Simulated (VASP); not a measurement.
The system is BaZrO3.

```
CELL_PARAMETERS angstrom
4.19134 0.00000 0.00000
0.00000 4.19134 0.00000
0.00000 0.00000 4.19134
ATOMIC_POSITIONS crystal
Ba 0.00000 0.00000 0.00000
Zr 0.50000 0.50000 0.50000
O 0.00000 0.50000 0.50000
O 0.50000 0.00000 0.50000
O 0.50000 0.50000 0.00000
```

```yaml
Program: VASP 6.6.1
Task: relaxation of cell and atoms
Functional: PBE
Potentials_or_basis: VASP PAW PBE potentials, release 64 (Ba_sv, Zr_sv, O)
Cutoff: 600 eV
k_mesh: 6 × 6 × 6
Occupations: fermi-dirac, width 0.02 eV
Spin: no spin polarisation
```

At the start: pressure 4.9 GPa; volume 14.73 Å³/atom.

**Question.** Where does the relaxation end?

**Answer.** Over 3 steps the energy falls by 6.9 meV/atom and the volume is 15.19 Å³/atom (+3.2 %); space group Pm-3m (No. 221, to 0.1 Å) before and after.

The path:
```tsv
step	energy change (eV)	largest force (eV/Å)	pressure (GPa)	volume (Å³)
1	0.0000	0.0000	4.94	73.63
2	0.0053	0.0000	-4.71	78.58
3	-0.0347	0.0000	-0.03	75.96
```

Final structure:
```
Ba Zr O
1.0
     4.23507    0.00000    0.00000
     0.00000    4.23507    0.00000
     0.00000    0.00000    4.23507
Ba Zr O
1 1 3
Direct
  0.00000 0.00000 0.00000
  0.50000 0.50000 0.50000
  0.00000 0.50000 0.50000
  0.50000 0.00000 0.50000
  0.50000 0.50000 0.00000
```
